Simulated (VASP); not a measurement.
Zr2Br:

```
Zr Br
1.0
     4.70636    0.00000    0.00000
    -2.35318    4.07582    0.00000
     0.00000    0.00000    3.15905
Zr Br
2 1
Direct
  0.33333 0.66667 0.50000
  0.66667 0.33333 0.50000
  0.00000 0.00000 0.00000
```

The cell was generated, and may not be a known phase.

```yaml
Program: VASP 6.6.1
Task: relaxation of cell and atoms
Functional: PBE
Potentials_or_basis: VASP PAW PBE potentials, release 64 (Zr_sv, Br)
Cutoff: 600 eV
k_mesh: 6 × 6 × 6
Occupations: gaussian, width 0.1 eV
Spin: no spin polarisation
```

At the start: pressure 8.3 GPa; volume 20.20 Å³/atom.

Q: How do energy, volume and symmetry change on relaxing?

A: Over 5 steps the energy falls by 106.7 meV/atom and the volume is 23.24 Å³/atom (+15.1 %); space group P6/mmm (No. 191, to 0.1 Å) before and after.

The path:
| step | energy change (eV) | largest force (eV/Å) | pressure (GPa) | volume (Å³) |
| --- | --- | --- | --- | --- |
| 1 | 0.0000 | 0.0000 | 8.29 | 60.60 |
| 2 | -0.3118 | 0.0000 | -0.53 | 70.13 |
| 3 | -0.3120 | 0.0000 | -0.75 | 70.47 |
| 4 | -0.3200 | 0.0000 | 0.15 | 69.65 |
| 5 | -0.3201 | 0.0000 | 0.05 | 69.73 |

Final structure:
```xyz
3
Lattice="5.0723 0.0000 0.0000 -2.5362 4.3928 0.0000 0.0000 0.0000 3.1295" Properties=species:S:1:pos:R:3 pbc="T T T"
Zr    0.0000    2.9285    1.5648
Zr    2.5362    1.4643    1.5648
Br    0.0000    0.0000    0.0000
```

Caveat: the volume moved by over 15 % at a fixed basis, so the end points are rough; an odd number of electrons without spin polarisation forces a metal; a magnetic or distorted state may lie lower.
